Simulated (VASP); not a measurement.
**TiC: single point with r2SCAN**

The system is TiC.

```
Ti C
1.0
     0.00000    2.13154    2.13154
     2.13154    0.00000    2.13154
     2.13154    2.13154    0.00000
Ti C
1 1
Cartesian
  0.0000 0.0000 0.0000
  2.1315 2.1315 2.1315
```

This cell differs from its parent crystal: strain -0.015 along x and y, -0.015 along z.

```
Program                : VASP 6.6.1
Task                   : single point
Functional             : r2SCAN
Potentials or basis    : VASP PAW PBE potentials, release 64 (Ti_sv, C_h)
Cutoff                 : 1430 eV
k mesh                 : 18 × 18 × 18
Occupations            : gaussian, width 0.15 eV
Spin                   : no spin polarisation
Dipole correction      : no
Further INCAR settings : ALGO = Normal; EDIFF = 1e-06; NBANDS = 15
```

| Quantity | Value |
| --- | --- |
| Pressure | 14.0 GPa |
| Band gap on the k mesh | zero (bands 8 and 9 overlap by 1.36 eV) |

Levels at points of the mesh, in eV from the Fermi level:
| k point | band 6 | band 7 | band 8 | band 9 | band 10 | band 11 |
| --- | --- | --- | --- | --- | --- | --- |
| (0.00, 0.00, 0.00) | 0.88 | 0.88 | 0.88 | 1.72 | 1.72 | 1.72 |
| (0.50, 0.00, 0.00) | -6.32 | -3.30 | -3.30 | 3.34 | 3.34 | 4.66 |
| (0.50, 0.50, 0.00) | -3.72 | -1.67 | -0.11 | -0.11 | 2.91 | 4.01 |

Run time: 7.2 min on 1 thread of Intel(R) Xeon(R) 6975P-C (Granite Rapids) (shared host), peak memory 0.46 GiB.

Caveat: the cell differs from its parent crystal (strain -0.015 along x and y, -0.015 along z); the cell stands under pressure; the PAW data sets were made with another functional, which shifts forces and pressure a little.
